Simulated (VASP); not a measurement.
# ZnS (F-43m) in VASP: notebook

The runs below take ZnS through vibrations by perturbation theory, with LDA.

Everything below comes from runs of VASP 6.6.1. Logs are shortened: lines on timing, memory, paths and dates and some standing lists are left out, and cuts for length are marked.

### Step 1. The cell of the first run

It takes space group F-43m (No. 216, cubic). The conventional cell has a = 5.243 Å, b = 5.243 Å, c = 5.243 Å, α = 90.00°, β = 90.00°, γ = 90.00°. Zn (site symmetry -43m) has 4 S at 2.27 Å within 3.0 Å. Within 3.0 Å of S (site symmetry -43m) lie 4 Zn at 2.27 Å.

### Step 2. Vibrations by perturbation theory, LDA (volume scaled by 0.970)

Contents of INCAR:

```
PREC     = Accurate       # precision mode
ENCUT    = 520            # plane-wave cutoff, eV
EDIFF    = 1E-8           # SCF threshold, eV
ISMEAR   = 0              # smearing method
SIGMA    = 0.01           # smearing width, eV
LREAL    = False          # projectors in reciprocal space
LASPH    = True           # aspherical terms in the spheres
NELM     = 60             # most SCF steps
ALGO     = Normal         # electronic algorithm
ISIF     = 2              # what is computed and relaxed
LWAVE    = False          # write WAVECAR
LCHARG   = False          # write CHGCAR
GGA      = CA             # functional
NBANDS   = 16             # bands
IBRION   = 8              # ionic algorithm
NSW      = 1              # ionic steps
```

Contents of KPOINTS:

```
Automatic mesh
0
Gamma
  6 6 6
```

Contents of POSCAR:

```
ZnS
1.0
    0.0000000000      2.6217146701      2.6217146701
    2.6217146701      0.0000000000      2.6217146701
    2.6217146701      2.6217146701      0.0000000000
Zn S
1 1
Direct
    0.7500000000      0.7500000000      0.7500000000
    0.0000000000      0.0000000000      0.0000000000
```

Potentials or basis: VASP PAW LDA potentials, release 64 (Zn, S).

Run with:

```bash
cat potpaw_LDA.64/Zn/POTCAR potpaw_LDA.64/S/POTCAR > POTCAR
mpirun -np 1 vasp_std > vasp.out
```

OUTCAR:

```text
PREC = Accurate
   ENCUT = 520
   EDIFF = 1E-8
   ISMEAR = 0
   LREAL = False
   LASPH = True
   NELM = 60
   ISIF = 2
   GGA = CA
   IBRION = 8
   NSW = 1

 ion  position               nearest neighbor table
   1  0.750  0.750  0.750-   2 2.27   2 2.27   2 2.27   2 2.27
   2  0.000  0.000  0.000-   1 2.27   1 2.27   1 2.27   1 2.27

  LATTYP: Found a face centered cubic cell.
 ALAT       =     5.2434293402

  Lattice vectors:

 A1 = (   0.0000000000,   2.6217146701,   2.6217146701)
 A2 = (   2.6217146701,   0.0000000000,   2.6217146701)
 A3 = (   2.6217146701,   2.6217146701,   0.0000000000)

Analysis of symmetry for initial positions (statically):
=====================================================================
 Subroutine PRICEL returns:
 Original cell was already a primitive cell.

 Routine SETGRP: Setting up the symmetry group for a
 face centered cubic supercell.

 Subroutine GETGRP returns: Found 24 space group operations
 (whereof 24 operations were pure point group operations)
 out of a pool of 48 trial point group operations.

The static configuration has the point symmetry T_d .

Analysis of symmetry for dynamics (positions and initial velocities):
=====================================================================
 Subroutine PRICEL returns:
 Original cell was already a primitive cell.

 Routine SETGRP: Setting up the symmetry group for a
 face centered cubic supercell.

 Subroutine GETGRP returns: Found 24 space group operations
 (whereof 24 operations were pure point group operations)
 out of a pool of 48 trial point group operations.

The dynamic configuration has the point symmetry T_d .

 Subroutine INISYM returns: Found 24 space group operations
 (whereof 24 operations are pure point group operations),
 and found     1 'primitive' translations

----------------------------------------------------------------------------------------

                                     Primitive cell

  volume of cell :      36.0401

  direct lattice vectors                    reciprocal lattice vectors
     0.000000000  2.621714670  2.621714670    -0.190714880  0.190714880  0.190714880
     2.621714670  0.000000000  2.621714670     0.190714880 -0.190714880  0.190714880
     2.621714670  2.621714670  0.000000000     0.190714880  0.190714880 -0.190714880

  length of vectors
     3.707664443  3.707664443  3.707664443     0.330327863  0.330327863  0.330327863

  position of ions in fractional coordinates (direct lattice)
     0.750000000  0.750000000  0.750000000
     0.000000000  0.000000000  0.000000000

  ion indices of the primitive-cell ions
   primitive index   ion index
                 1           1
                 2           2

----------------------------------------------------------------------------------------

 KPOINTS: Automatic mesh

Automatic generation of k-mesh.
 Grid dimensions read from file:
 generate k-points for:    6    6    6

 Generating k-lattice:

  Cartesian coordinates                     Fractional coordinates (reciprocal lattice)
    -0.031785813  0.031785813  0.031785813     0.166666667  0.000000000  0.000000000
     0.031785813 -0.031785813  0.031785813     0.000000000  0.166666667  0.000000000
     0.031785813  0.031785813 -0.031785813     0.000000000  0.000000000  0.166666667

  Length of vectors
     0.055054644  0.055054644  0.055054644

  Shift w.r.t. Gamma in fractional coordinates (k-lattice)
[... 64 lines left out ...]
  volume/ion in A,a.u.               =      18.02       121.61
  Fermi-wavevector in a.u.,A,eV,Ry     =   1.298884  2.454534 22.954371  1.687099
  Thomas-Fermi vector in A             =   2.430183
   LORBIT       =      0    0 simple, 1 ext, 2 COOP (PROOUT), +10 PAW based schemes
   GGA     = CA    functional components
   LHFCALC =     F    Hartree Fock is set to
   AEXX    =    0.0000 exact exchange contribution
   IVDW    =     0    specifies the selected vdW correction
   LEPSILON=     F    determine dielectric tensor
   LRPA    =     F    only Hartree local field effects (RPA)
 non-spin polarized calculation
 Gauss-broadening in eV      SIGMA  =   0.01
  energy-cutoff  :      520.00
  volume of cell :       36.04
 maximum number of plane-waves:       982
   NGX = 13   NGY = 13   NGZ = 13

--------------------------------------- Ionic step        1  -------------------------------------------

 number of electron      17.9999993 magnetization

 Free energy of the ion-electron system (eV)
  ---------------------------------------------------
  ext. energy  EPLUGINS =         0.00000000
  ---------------------------------------------------
  free energy    TOTEN  =        -8.19197461 eV

  energy without entropy =       -8.19197461  energy(sigma->0) =       -8.19197461

 E-fermi :   2.9443     XC(G=0): -10.4580

 val. band max:        2.8303073445   @ k =   0.0000   0.0000   0.0000
 cond. band min:       5.1295600645   @ k =   0.0000   0.0000   0.0000
 fundamental gap:      2.2992527200
 Fermi energy:         2.9443291949

 k-point     1 :       0.0000    0.0000    0.0000
  band No.  band energies     occupation
      1     -10.9542      2.00000
      2      -4.0764      2.00000
      3      -4.0764      2.00000
      4      -4.0764      2.00000
      5      -3.4854      2.00000
      6      -3.4854      2.00000
[... 283 lines left out ...]
      5      -3.4594      2.00000
      6      -3.0378      2.00000
[... 8 lines left out ...]
     15      17.0410      0.00000
     16      18.0048      0.00000

------------------------ aborting loop because EDIFF is reached ----------------------------------------

  FORCE on cell =-STRESS in cart. coord.  units (eV):
  Direction    XX          YY          ZZ          XY          YZ          ZX
  --------------------------------------------------------------------------------------
  -------------------------------------------------------------------------------------
  Total        0.7051936      0.7051936      0.7051936      0.0000000     -0.0000000      0.0000000
  in kB       31.3496487     31.3496487     31.3496487      0.0000000     -0.0000000      0.0000000
  external PRESSURE =      31.3496487 kB  Pullay stress =       0.0000000 kB

 VOLUME and BASIS-vectors are now :
 -----------------------------------------------------------------------------
  energy-cutoff  :      520.00
  volume of cell :       36.04
      direct lattice vectors                 reciprocal lattice vectors
     0.000000000  2.621714670  2.621714670    -0.190714880  0.190714880  0.190714880
     2.621714670  0.000000000  2.621714670     0.190714880 -0.190714880  0.190714880
     2.621714670  2.621714670  0.000000000     0.190714880  0.190714880 -0.190714880

 POSITION                                       TOTAL-FORCE (eV/Angst)
 -----------------------------------------------------------------------------------
      3.93257      3.93257      3.93257         0.000000      0.000000      0.000000
      0.00000      0.00000      0.00000        -0.000000     -0.000000     -0.000000
 -----------------------------------------------------------------------------------
    total drift:                                0.000001      0.000001      0.000001

  FREE ENERGIE OF THE ION-ELECTRON SYSTEM (eV)
  ---------------------------------------------------
  free  energy   TOTEN  =        -8.1919746066 eV

  energy  without entropy=       -8.1919746066  energy(sigma->0) =       -8.19197461

[... ionic steps 2 to 3 ...]

--------------------------------------- Ionic step        4  -------------------------------------------

------------------------ aborting loop because EDIFF is reached ----------------------------------------

[... ionic steps 5 to 6 ...]

--------------------------------------- Ionic step        7  -------------------------------------------

 Free energy of the ion-electron system (eV)
  ---------------------------------------------------
  ---------------------------------------------------
  free energy    TOTEN  =        -0.10375367 eV

  energy without entropy =       -0.10375367

------------------------ aborting loop because EDIFF is reached ----------------------------------------

 INTERNAL STRAIN TENSOR  FOR ION    2  DIRECTION 1   (eV/Angst):
 -----------------------------------------------------------------------------
     0.01790  0.00000  0.00000
     0.00000  0.00381 -7.92371
     0.00000 -7.92371  0.00381

 INTERNAL STRAIN TENSOR FOR ION    2 for displacements in x,y,z  (eV/Angst):
          X           Y           Z          XY          YZ          ZX
  --------------------------------------------------------------------------------
  x     0.00000     0.00000     0.00000     0.00000    -7.92371     0.00000
  y     0.00000     0.00000     0.00000     0.00000     0.00000    -7.92371
  z     0.00000     0.00000     0.00000    -7.92371     0.00000     0.00000

 SECOND DERIVATIVES (NOT SYMMETRIZED)
 ------------------------------------
               1X          1Y          1Z          2X          2Y          2Z
  1X    -7.474722    0.000000    0.000000    7.474722    0.000000    0.000000
  1Y     0.000000   -7.474722    0.000000    0.000000    7.474722    0.000000
  1Z     0.000000    0.000000   -7.474722    0.000000    0.000000    7.474722
  2X     7.499992    0.000000    0.000000   -7.499992    0.000000    0.000000
  2Y     0.000000    7.499992    0.000000    0.000000   -7.499992    0.000000
  2Z     0.000000    0.000000    7.499992    0.000000    0.000000   -7.499992

 Eigenvectors and eigenvalues of the dynamical matrix
 ----------------------------------------------------

   1 f  =    9.225005 THz    57.962417 2PiTHz  307.713051 cm-1    38.151539 meV
             X         Y         Z           dx          dy          dz
      3.932572  3.932572  3.932572     0.000000    0.000000   -0.572963
      0.000000  0.000000  0.000000     0.000000   -0.000000    0.819582
[... 21 lines left out ...]
   6 f/i=    0.007310 THz     0.045931 2PiTHz    0.243842 cm-1     0.030233 meV
             X         Y         Z           dx          dy          dz
      3.932572  3.932572  3.932572     0.691903    0.433498   -0.071156
      0.000000  0.000000  0.000000     0.483704    0.303055   -0.049744

--------------------------------------------------------------------------------------------------------

 ELASTIC MODULI CONTR FROM IONIC RELAXATION (kBar)
 Direction    XX          YY          ZZ          XY          YZ          ZX
 --------------------------------------------------------------------------------
 XX          -0.0000      0.0000     -0.0000      0.0000      0.0000      0.0000
 YY           0.0000     -0.0000      0.0000      0.0000      0.0000     -0.0000
 ZZ          -0.0000      0.0000     -0.0000      0.0000      0.0000      0.0000
 XY           0.0000      0.0000      0.0000   -371.5563     -0.0000      0.0000
 YZ           0.0000      0.0000      0.0000     -0.0000   -371.5563     -0.0000
 ZX           0.0000     -0.0000      0.0000      0.0000     -0.0000   -371.5563
 --------------------------------------------------------------------------------
```

It took 50 s on 1 thread of Intel Xeon 6975P-C, shared host; peak memory 0.2 GiB.

Results:

- Highest phonon frequency at Γ, LO-TO splitting left out: 308 cm⁻¹

Phonon frequencies in cm⁻¹ (negative: imaginary):
| q point | frequencies |
| --- | --- |
| (0.000, 0.000, 0.000) | 0 0 0 308 308 308 |

Caveat: the cell differs from its parent crystal (volume scaled by 0.970); the cell wasn't relaxed at this level first, which shifts response properties.

### Step 3. Vibrations by perturbation theory, LDA

This run uses another cell than the first one, of 18.58 Å³/atom, 1.031 times its volume.

Contents of INCAR:

```
SYSTEM = ZnS
PREC = Accurate ; ENCUT = 520
EDIFF = 1E-8 ; ISMEAR = 0
SIGMA = 0.01 ; LREAL = .False.
LASPH = .True. ; NELM = 60
ALGO = Normal ; ISIF = 2
LWAVE = .False. ; LCHARG = .True.
NBANDS = 16 ; IBRION = 8
NSW = 1
```

Contents of KPOINTS:

```
regular mesh
0
Gamma
  6 6 6
  0 0 0
```

Contents of POSCAR:

```
ZnS
1.0
    0.0000000000      2.6484687084      2.6484687084
    2.6484687084      0.0000000000      2.6484687084
    2.6484687084      2.6484687084      0.0000000000
Zn S
1 1
Direct
    0.7500000000      0.7500000000      0.7500000000
    0.0000000000      0.0000000000      0.0000000000
```

Potentials or basis: VASP PAW LDA potentials, release 64 (Zn, S).

Run with:

```bash
cat potpaw_LDA.64/Zn/POTCAR potpaw_LDA.64/S/POTCAR > POTCAR
mpirun -np 1 vasp_std > vasp.out
```

OUTCAR:

```text
SYSTEM = ZnS
   PREC = Accurate
   ENCUT = 520
   EDIFF = 1E-8
   ISMEAR = 0
   LREAL = .False.
   LASPH = .True.
   NELM = 60
   ISIF = 2
   IBRION = 8
   NSW = 1

 ion  position               nearest neighbor table
   1  0.750  0.750  0.750-   2 2.29   2 2.29   2 2.29   2 2.29
   2  0.000  0.000  0.000-   1 2.29   1 2.29   1 2.29   1 2.29

  LATTYP: Found a face centered cubic cell.
 ALAT       =     5.2969374168

  Lattice vectors:

[... 547 lines left out ...]
 ------------------------------------
               1X          1Y          1Z          2X          2Y          2Z
  1X    -6.842871    0.000000    0.000000    6.842871    0.000000    0.000000
  1Y     0.000000   -6.842871    0.000000    0.000000    6.842871    0.000000
  1Z     0.000000    0.000000   -6.842871    0.000000    0.000000    6.842871
  2X     6.763848    0.000000    0.000000   -6.763848    0.000000    0.000000
  2Y     0.000000    6.763848    0.000000    0.000000   -6.763848    0.000000
  2Z     0.000000    0.000000    6.763848    0.000000    0.000000   -6.763848

 Eigenvectors and eigenvalues of the dynamical matrix
 ----------------------------------------------------

   1 f  =    8.782307 THz    55.180864 2PiTHz  292.946237 cm-1    36.320688 meV
             X         Y         Z           dx          dy          dz
      3.972703  3.972703  3.972703    -0.575849    0.000000    0.000000
      0.000000  0.000000  0.000000     0.817556    0.000000    0.000000
[... 21 lines left out ...]
   6 f/i=    0.024013 THz     0.150876 2PiTHz    0.800975 cm-1     0.099308 meV
             X         Y         Z           dx          dy          dz
      3.972703  3.972703  3.972703     0.000000    0.000000    0.817556
      0.000000  0.000000  0.000000     0.000000    0.000000    0.575849

--------------------------------------------------------------------------------------------------------

 ELASTIC MODULI CONTR FROM IONIC RELAXATION (kBar)
 Direction    XX          YY          ZZ          XY          YZ          ZX
 --------------------------------------------------------------------------------
 XX          -0.0000     -0.0000     -0.0000      0.0000     -0.0000      0.0000
 YY          -0.0000     -0.0000     -0.0000      0.0000      0.0000      0.0000
 ZZ          -0.0000     -0.0000     -0.0000     -0.0000      0.0000      0.0000
 XY           0.0000      0.0000     -0.0000   -278.5675      0.0000      0.0000
 YZ          -0.0000      0.0000      0.0000      0.0000   -278.5675      0.0000
 ZX           0.0000      0.0000      0.0000      0.0000      0.0000   -278.5675
 --------------------------------------------------------------------------------
```

stdout:

```text
POSCAR found type information on POSCAR ZnS
 POSCAR found :  2 types and       2 ions
 scaLAPACK will be used
 LDA part: xc-table for (Slater(with rela. corr.)+CA(PZ))
 , standard interpolation
 POSCAR, INCAR and KPOINTS ok, starting setup
 FFT: planning ... GRIDC
 FFT: planning ... GRID_SOFT
 FFT: planning ... GRID
 WAVECAR not read
 entering main loop
 Linear response reoptimize wavefunctions to high precision
 Linear response DOF=           2
 Linear response progress:
 first order change of Fermi-energy   0.42944E-01
 force on displaced ion       1 direction 1 :  -6.843   0.000   0.000
 Linear response progress:
 first order change of Fermi-energy  -0.37779E-01
 force on displaced ion       2 direction 1 :  -6.764  -0.000  -0.000
 Linear response finished
```

Wall time 51 s (1 thread of Intel Xeon 6975P-C, shared host); peak memory 0.2 GiB.

Results:

```
Highest phonon frequency at Γ, LO-TO splitting left out : 293 cm⁻¹
```

Phonon frequencies in cm⁻¹ (negative: imaginary):
| q point | frequencies |
| --- | --- |
| (0.000, 0.000, 0.000) | -1 -1 -1 293 293 293 |

(Part 1 of 2 ends here.)
